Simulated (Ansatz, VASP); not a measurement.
## Two plane-wave programs on K2PdC2

The input INCAR:

```
SYSTEM = K2PdC2
ALGO = Normal ; EDIFF = 1E-6
ENCUT = 520 ; GGA = CA
ISIF = 2 ; ISMEAR = 0
LASPH = .TRUE. ; LCHARG = .FALSE.
LREAL = .FALSE. ; LWAVE = .FALSE.
NBANDS = 26 ; NELM = 100
PREC = Accurate ; SIGMA = 0.05
```

Contents of KPOINTS:

```
k-points
0
G
  6 6 6
  0 0 0
```

Contents of POSCAR:

```
K2PdC2
1.0
    5.1181840614      0.0000000000      0.0000000000
   -2.5590920307      4.4324774185      0.0000000000
    0.0000000000      0.0000000000      5.2581371800
K Pd C
2 1 2
Direct
    0.6666666667      0.3333333333      0.7201982100
    0.3333333333      0.6666666667      0.2798017900
    0.0000000000      0.0000000000      0.0000000000
    0.0000000000      0.0000000000      0.6178195122
    0.0000000000      0.0000000000      0.3774259522
```

Input for Ansatz:

```yaml
crystal:
  lattice:
    - [5.1181840614, 0.0, 0.0]
    - [-2.5590920307, 4.4324774185, 0.0]
    - [0.0, 0.0, 5.25813718]
  atoms:
    - { symbol: K, position: [0.6666666667, 0.3333333333, 0.72019821] }
    - { symbol: K, position: [0.3333333333, 0.6666666667, 0.27980179] }
    - { symbol: Pd, position: [0.0, 0.0, 0.0] }
    - { symbol: C, position: [0.0, 0.0, 0.6178195122] }
    - { symbol: C, position: [0.0, 0.0, 0.3774259522] }
basis:
  ecutwfc: 420
kpoints:
  mp_grid: { grid: [6, 6, 6] }
hamiltonian:
  xc: lda
scf:
  occupations: { method: gaussian, width: 0.05 }
output:
  forces: true
  stress: true
  eigenvalues: true
```

Change from the starting cell: all C atoms moved +0.013 Å, as atom 4 towards its neighbour atom 5 (C) at 1.264 Å.

Alike in both runs: task single point; functional LDA; k mesh 6 × 6 × 6; occupations gaussian, width 0.05 eV; no spin polarisation.

|  | VASP | Ansatz |
| --- | --- | --- |
| version | VASP 6.6.1 | Ansatz 0.2.0 |
| potentials or method | VASP PAW LDA potentials, release 64 (K_sv, Pd, C), cutoff 520 eV | scalar-relativistic, plane waves, PAW |
| valence electrons in the cell | 36 | 44 |

```tsv
	VASP	Ansatz	Ansatz less VASP
gap on the k mesh at the Fermi level (eV)	1.35	1.34	-0.003
least direct gap on the mesh (eV)	1.38	1.37	-0.003
pressure (GPa)	-2.5	-2.6	-0.13
traceless stress, the component that is largest in VASP (GPa)	-1.19	-1.31	-0.122
rms of the force components (eV/Å)	0.159	0.142	-0.0175
```

LDA's correlation is that of Perdew and Zunger in VASP and of Perdew and Wang (1992) in Ansatz. Atom by atom the forces differ by 0.020 eV/Å (rms over components). VASP's potentials hold 36 valence electrons a cell and Ansatz's 44, so a difference there can come from the potentials and not from the codes.
